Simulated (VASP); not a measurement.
# PbS in VASP: settings compared, part 2 of 3

VASP 6.6.1.

## (3) Single point, r2SCAN (strain +2.5%)

Contents of POSCAR:

```
PbS
1.0
    0.0000000000      3.3848223321      3.3848223321
    3.3848223321      0.0000000000      3.3848223321
    3.3848223321      3.3848223321      0.0000000000
Pb S
1 1
Direct
    0.0000000000      0.0000000000      0.0000000000
    0.2500000000      0.2500000000      0.2500000000
```

Contents of INCAR.step1:

```
SYSTEM = PbS
  PREC = Accurate
  ENCUT = 520
  ISMEAR = 0
  SIGMA = 0.01
  LREAL = .FALSE.
  LASPH = .TRUE.
  NELM = 100
  NBANDS = 17
  GGA = PE
  ALGO = Normal
  EDIFF = 1E-4
  LWAVE = .TRUE.
  LCHARG = .FALSE.
```

Contents of INCAR.step2:

```
SYSTEM = PbS
  PREC = Accurate
  ENCUT = 520
  EDIFF = 1E-7
  ISMEAR = 0
  SIGMA = 0.01
  LREAL = .FALSE.
  LASPH = .TRUE.
  NELM = 100
  ALGO = Normal
  ISIF = 2
  LWAVE = .FALSE.
  LCHARG = .FALSE.
  METAGGA = R2SCAN
  LMIXTAU = .TRUE.
  NBANDS = 17
  ISTART = 1
```

Contents of KPOINTS:

```
Automatic mesh
0
G
  6 6 6
  0 0 0
```

Potentials or basis: VASP PAW PBE potentials, release 64 (Pb_d, S).

The run is started by

```sh
$ cat potpaw_PBE.64/Pb_d/POTCAR potpaw_PBE.64/S/POTCAR > POTCAR
$ cp INCAR.step1 INCAR
$ mpirun -np 1 vasp_std > vasp.out
$ cp INCAR.step2 INCAR
$ mpirun -np 1 vasp_std > vasp.out
```

OUTCAR:

```text
SYSTEM = PbS
   PREC = Accurate
   ENCUT = 520
   EDIFF = 1E-7
   ISMEAR = 0
   LREAL = .FALSE.
   LASPH = .TRUE.
   NELM = 100
   ISIF = 2
   METAGGA = R2SCAN
   ISTART = 1

 ion  position               nearest neighbor table
   1  0.000  0.000  0.000-   2 2.93   2 2.93   2 2.93   2 2.93
   2  0.250  0.250  0.250-   1 2.93   1 2.93   1 2.93   1 2.93

  LATTYP: Found a face centered cubic cell.
 ALAT       =     6.7696446642

  Lattice vectors:

 A1 = (   0.0000000000,   3.3848223321,   3.3848223321)
 A2 = (   3.3848223321,   0.0000000000,   3.3848223321)
 A3 = (   3.3848223321,   3.3848223321,   0.0000000000)

Analysis of symmetry for initial positions (statically):
=====================================================================
 Subroutine PRICEL returns:
 Original cell was already a primitive cell.

 Routine SETGRP: Setting up the symmetry group for a
 face centered cubic supercell.

 Subroutine GETGRP returns: Found 24 space group operations
 (whereof 24 operations were pure point group operations)
 out of a pool of 48 trial point group operations.

The static configuration has the point symmetry T_d .

Analysis of symmetry for dynamics (positions and initial velocities):
=====================================================================
 Subroutine PRICEL returns:
 Original cell was already a primitive cell.

 Routine SETGRP: Setting up the symmetry group for a
 face centered cubic supercell.

 Subroutine GETGRP returns: Found 24 space group operations
 (whereof 24 operations were pure point group operations)
 out of a pool of 48 trial point group operations.

The dynamic configuration has the point symmetry T_d .

 Subroutine INISYM returns: Found 24 space group operations
 (whereof 24 operations are pure point group operations),
 and found     1 'primitive' translations

----------------------------------------------------------------------------------------

                                     Primitive cell

  volume of cell :      77.5600

  direct lattice vectors                    reciprocal lattice vectors
     0.000000000  3.384822332  3.384822332    -0.147718241  0.147718241  0.147718241
     3.384822332  0.000000000  3.384822332     0.147718241 -0.147718241  0.147718241
     3.384822332  3.384822332  0.000000000     0.147718241  0.147718241 -0.147718241

  length of vectors
     4.786861648  4.786861648  4.786861648     0.255855498  0.255855498  0.255855498

  position of ions in fractional coordinates (direct lattice)
     0.000000000  0.000000000  0.000000000
     0.250000000  0.250000000  0.250000000

  ion indices of the primitive-cell ions
   primitive index   ion index
                 1           1
                 2           2

----------------------------------------------------------------------------------------

 KPOINTS: Automatic mesh

Automatic generation of k-mesh.
 Grid dimensions read from file:
 generate k-points for:    6    6    6

 Generating k-lattice:

  Cartesian coordinates                     Fractional coordinates (reciprocal lattice)
    -0.024619707  0.024619707  0.024619707     0.166666667  0.000000000  0.000000000
     0.024619707 -0.024619707  0.024619707     0.000000000  0.166666667  0.000000000
     0.024619707  0.024619707 -0.024619707     0.000000000  0.000000000  0.166666667

  Length of vectors
     0.042642583  0.042642583  0.042642583

  Shift w.r.t. Gamma in fractional coordinates (k-lattice)
     0.000000000  0.000000000  0.000000000

 Subroutine IBZKPT returns following result:
 ===========================================

 Found     16 irreducible k-points:

 Following reciprocal coordinates:
            Coordinates               Weight
  0.000000  0.000000  0.000000      1.000000
  0.166667  0.000000  0.000000      8.000000
  0.333333  0.000000  0.000000      8.000000
  0.500000  0.000000  0.000000      4.000000
  0.166667  0.166667  0.000000      6.000000
  0.333333  0.166667  0.000000     24.000000
[... 8 lines left out ...]
 -0.333333  0.333333  0.166667     24.000000
 -0.333333  0.500000  0.166667     12.000000
   k-points           NKPTS =     16   k-points in BZ     NKDIM =     16   number of bands    NBANDS=     17
   number of dos      NEDOS =    301   number of ions     NIONS =      2
   total plane-waves  NPLWV =  46656
   dimension x,y,z NGX =    36 NGY =   36 NGZ =   36
   dimension x,y,z NGXF=    72 NGYF=   72 NGZF=   72
   ions per type =               1   1
   NGX,Y,Z   is equivalent  to a cutoff of  12.50, 12.50, 12.50 a.u.
   NGXF,Y,Z  is equivalent  to a cutoff of  25.01, 25.01, 25.01 a.u.
 SYSTEM =  PbS
   PREC   = accura    normal or accurate (medium, high low for compatibility)
   ISTART =      1    job   : 0-new  1-cont  2-samecut
   ICHARG =      0    charge: 1-file 2-atom 10-const
   ISPIN  =      1    spin polarized calculation?
   LNONCOLLINEAR =      F non collinear calculations
   LSORBIT =      F    spin-orbit coupling
   LASPH  =      T    aspherical Exc in radial PAW
   ENCUT  =  520.0 eV  38.22 Ry    6.18 a.u.   8.90  8.90  8.90*2*pi/ulx,y,z
   NELM   =    100;   NELMIN=  2; NELMDL=  0     # of ELM steps
   EDIFF  = 0.1E-06   stopping-criterion for ELM
   LREAL  =      F    real-space projection
   EDIFFG = 0.1E-05   stopping-criterion for IOM
   NSW    =      0    number of steps for IOM
   IBRION =     -1    ionic relax: 0-MD 1-quasi-New 2-CG
   NFREE  =      0    steps in history (QN), initial steepest desc. (CG)
   ISIF   =      2    stress and relaxation
   ISYM   =      2    0-nonsym 1-usesym 2-fastsym
   POTIM  = 0.5000    time-step for ionic-motion
   TEBEG  =    0.0;   TEEND  =   0.0 temperature during run
   PSTRESS=    0.0 pullay stress
   NELECT =      20.0000    total number of electrons
   NUPDOWN=      -1.0000    fix difference up-down
   EMIN   =  10.00;   EMAX   =-10.00  energy-range for DOS
   EFERMI =   0.00;   METHOD = LEGACY
   ISMEAR =     0;   SIGMA  =   0.01  broadening in eV -4-tet -1-fermi 0-gaus
   EFERMI_NEDOS =   21; number of points for ismear=-14 and -15
   IALGO  =     38    algorithm
   IMIX   =      4    mixing-type and parameters
     AMIX     =   0.40;   BMIX     =  1.00
     AMIX_MAG =   1.60;   BMIX_MAG =  1.00
  volume/ion in A,a.u.               =      38.78       261.70
  Fermi-wavevector in a.u.,A,eV,Ry     =   1.042011  1.969115 14.773027  1.085787
  Thomas-Fermi vector in A             =   2.176657
   LORBIT       =      0    0 simple, 1 ext, 2 COOP (PROOUT), +10 PAW based schemes
   METAGGA = R2SCAN    functional components
   LHFCALC =     F    Hartree Fock is set to
   AEXX    =    0.0000 exact exchange contribution
   IVDW    =     0    specifies the selected vdW correction
   LEPSILON=     F    determine dielectric tensor
   LRPA    =     F    only Hartree local field effects (RPA)
 non-spin polarized calculation
 Gauss-broadening in eV      SIGMA  =   0.01
  energy-cutoff  :      520.00
  volume of cell :       77.56
 maximum number of plane-waves:      2100
   NGX = 17   NGY = 17   NGZ = 17

 number of electron      20.0000004 magnetization

 Free energy of the ion-electron system (eV)
  ---------------------------------------------------
  ext. energy  EPLUGINS =         0.00000000
  ---------------------------------------------------
  free energy    TOTEN  =       -65.06714388 eV

  energy without entropy =      -65.06714388  energy(sigma->0) =      -65.06714388

 E-fermi :   1.9569     XC(G=0):  -8.1405

 val. band max:        1.9002730989   @ k =  -0.3333   0.5000   0.1667
 cond. band min:       3.1250699756   @ k =   0.5000   0.5000   0.0000
 fundamental gap:      1.2247968768
 Fermi energy:         1.9568949224

 k-point     1 :       0.0000    0.0000    0.0000
  band No.  band energies     occupation
      1     -15.1971      2.00000
      2     -15.1971      2.00000
      3     -15.1971      2.00000
      4     -15.1695      2.00000
      5     -15.1695      2.00000
      6     -10.7065      2.00000
[... 9 lines left out ...]
     16      11.1203      0.00000
     17      11.9412      0.00000
[... 281 lines left out ...]
 k-point    16 :      -0.3333    0.5000    0.1667
  band No.  band energies     occupation
      1     -15.2318      2.00000
      2     -15.1831      2.00000
      3     -15.1775      2.00000
      4     -15.1728      2.00000
      5     -15.1647      2.00000
      6      -9.8317      2.00000
[... 9 lines left out ...]
     16      12.1116      0.00000
     17      12.1536      0.00000

------------------------ aborting loop because EDIFF is reached ----------------------------------------

  FORCE on cell =-STRESS in cart. coord.  units (eV):
  Direction    XX          YY          ZZ          XY          YZ          ZX
  --------------------------------------------------------------------------------------
  -------------------------------------------------------------------------------------
  Total       -1.2075027     -1.2075027     -1.2075027      0.0000000      0.0000000     -0.0000000
  in kB      -24.9437118    -24.9437118    -24.9437118      0.0000000      0.0000000     -0.0000000
  external PRESSURE =     -24.9437118 kB  Pullay stress =       0.0000000 kB

 VOLUME and BASIS-vectors are now :
 -----------------------------------------------------------------------------
  energy-cutoff  :      520.00
  volume of cell :       77.56
      direct lattice vectors                 reciprocal lattice vectors
     0.000000000  3.384822332  3.384822332    -0.147718241  0.147718241  0.147718241
     3.384822332  0.000000000  3.384822332     0.147718241 -0.147718241  0.147718241
     3.384822332  3.384822332  0.000000000     0.147718241  0.147718241 -0.147718241

 POSITION                                       TOTAL-FORCE (eV/Angst)
 -----------------------------------------------------------------------------------
      0.00000      0.00000      0.00000         0.000000     -0.000000     -0.000000
      1.69241      1.69241      1.69241        -0.000000      0.000000      0.000000
 -----------------------------------------------------------------------------------
    total drift:                               -0.000000     -0.000000      0.000000

  FREE ENERGIE OF THE ION-ELECTRON SYSTEM (eV)
  ---------------------------------------------------
  free  energy   TOTEN  =       -65.0671438836 eV

  energy  without entropy=      -65.0671438836  energy(sigma->0) =      -65.06714388
```

Wall time 1.8 min (1 thread of Intel Xeon 8259CL, shared host); peak memory 0.22 GiB.

Results:

```
Free energy            : -65.0671 eV
Pressure               : -2.5 GPa
Band gap on the k mesh : 1.22 eV, indirect (least direct gap 1.54 eV)
```

Levels at points of the mesh, in eV from the valence-band top:
```
           k point  band 6  band 7  band 8  band 9  band 10  band 11  band 12  band 13  band 14  band 15
(0.00, 0.00, 0.00)  -12.61   -6.09   -1.48   -1.48    -1.48     2.88     2.88     2.88     5.45     9.22
(0.50, 0.00, 0.00)  -11.98   -7.63   -1.94   -1.94    -1.68     3.56     3.56     3.80     7.32     8.79
(0.50, 0.50, 0.00)  -11.74   -7.99   -2.58   -2.58    -0.32     1.22     5.29     5.29     6.39     8.81
```

Caveat: the cell differs from its parent crystal (strain +2.5%); the PAW data sets were made with another functional, which shifts forces and pressure a little; spin-orbit coupling is left out, which moves the levels of the heavy elements. A k mesh can miss the band edges.

## (4) Single point, PBE (strain along [111] -1.3%)

Contents of INCAR:

```
PREC = Accurate
ENCUT = 520
EDIFF = 1E-6
ISMEAR = -1
SIGMA = 0.02
LREAL = F
LASPH = T
NELM = 80
ALGO = Normal
ISIF = 2
LWAVE = F
LCHARG = F
GGA = PE
NBANDS = 17
```

Contents of KPOINTS:

```
Automatic mesh
0
Gamma
  6 6 6
```

Contents of POSCAR:

```
PbS
1.0
   -0.0292686672      3.2717088363      3.2717088363
    3.2717088363     -0.0292686672      3.2717088363
    3.2717088363      3.2717088363     -0.0292686672
Pb S
1 1
Direct
   -0.0008969429     -0.0008969429     -0.0008969429
    0.2508969429      0.2508969429      0.2508969429
```

Potentials or basis: VASP PAW PBE potentials, release 64 (Pb_d, S).

The run is started by

```sh
$ cat potpaw_PBE.64/Pb_d/POTCAR potpaw_PBE.64/S/POTCAR > POTCAR
$ mpirun -np 1 vasp_std > vasp.out
```

OUTCAR:

```text
PREC = Accurate
   ENCUT = 520
   EDIFF = 1E-6
   ISMEAR = -1
   LREAL = F
   LASPH = T
   NELM = 80
   ISIF = 2
   GGA = PE

 ion  position               nearest neighbor table
   1  0.999  0.999  0.999-   2 2.84   2 2.85   2 2.85   2 2.85
   2  0.251  0.251  0.251-   1 2.84   1 2.85   1 2.85   1 2.85

  LATTYP: Found a trigonal (rhomboedric) cell.
 ALAT       =     4.6269875809
 COS(alpha) =     0.4910343633

  Lattice vectors:

[... 663 lines left out ...]
     17      12.7573      0.00000

 [... further k-points ...]

------------------------ aborting loop because EDIFF is reached ----------------------------------------

  FORCE on cell =-STRESS in cart. coord.  units (eV):
  Direction    XX          YY          ZZ          XY          YZ          ZX
  --------------------------------------------------------------------------------------
  -------------------------------------------------------------------------------------
  Total        0.5419427      0.5419427      0.5419427     -0.0306572     -0.0306572     -0.0306572
  in kB       12.2326666     12.2326666     12.2326666     -0.6919907     -0.6919907     -0.6919907
  external PRESSURE =      12.2326666 kB  Pullay stress =       0.0000000 kB

 VOLUME and BASIS-vectors are now :
 -----------------------------------------------------------------------------
  energy-cutoff  :      520.00
  volume of cell :       70.98
      direct lattice vectors                 reciprocal lattice vectors
    -0.029268667  3.271708836  3.271708836    -0.150789714  0.152150854  0.152150854
     3.271708836 -0.029268667  3.271708836     0.152150854 -0.150789714  0.152150854
     3.271708836  3.271708836 -0.029268667     0.152150854  0.152150854 -0.150789714

 POSITION                                       TOTAL-FORCE (eV/Angst)
 -----------------------------------------------------------------------------------
      6.50831      6.50831      6.50831         0.000515      0.000515      0.000515
      1.63438      1.63438      1.63438        -0.000515     -0.000515     -0.000515
 -----------------------------------------------------------------------------------
    total drift:                                0.000097      0.000097      0.000097

  FREE ENERGIE OF THE ION-ELECTRON SYSTEM (eV)
  ---------------------------------------------------
  free  energy   TOTEN  =        -8.3997146027 eV

  energy  without entropy=       -8.3997146027  energy(sigma->0) =       -8.39971460
```

Run time: 57 s. Hardware: 1 thread of Intel Xeon 8259CL, shared host; peak memory 0.22 GiB.

What came out:

| Property | Result |
| --- | --- |
| Free energy | -8.3997 eV |
| Pressure | 1.2 GPa |
| Band gap on the k mesh | 0.89 eV, indirect (least direct gap 1.25 eV) |

Caveat: the cell differs from its parent crystal (strain along [111] -1.3%); spin-orbit coupling is left out, which moves the levels of the heavy elements.

(Part 2 of 3 ends here.)
